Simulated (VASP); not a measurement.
Input of a VASP 6.6.1 run:

INCAR

```
PREC = Accurate
ENCUT = 600
EDIFF = 1E-6
ISMEAR = 0
SIGMA = 0.3
LREAL = False
LASPH = True
NELM = 60
ALGO = Fast
ISIF = 3
LWAVE = False
LCHARG = False
GGA = PS
IBRION = 2
NSW = 80
EDIFFG = -0.005
```

KPOINTS

```
Automatic mesh
0
Gamma
  32 32 32
```

Contents of POSCAR:

```
Ta
1.0
   -1.6550000000      1.6550000000      1.6550000000
    1.6550000000     -1.6550000000      1.6550000000
    1.6550000000      1.6550000000     -1.6550000000
Ta
1
Direct
    0.0000000000      0.0000000000      0.0000000000
```

Potentials or basis: VASP PAW PBE potentials, release 64 (Ta_pv).

Command:

```bash
$ cat potpaw_PBE.64/Ta_pv/POTCAR > POTCAR
$ mpirun -np 1 vasp_std > vasp.out
```

Predict the relaxed cell.

a = 2.844 Å, b = 2.844 Å, c = 2.844 Å, α = 109.47°, β = 109.47°, γ = 109.47°.

What does it give for the relaxed volume?

17.70 Å³/atom.

Predict the space group after relaxing (to 0.1 Å).

Im-3m (No. 229).

Final structure:
```
Ta
1.0
    -1.64189    1.64189    1.64189
     1.64189   -1.64189    1.64189
     1.64189    1.64189   -1.64189
Ta
1
Direct
  0.00000 0.00000 0.00000
```

Caveat: so wide a smearing shifts energies and pressures; the PAW data sets were made with another functional, which shifts forces and pressure a little.
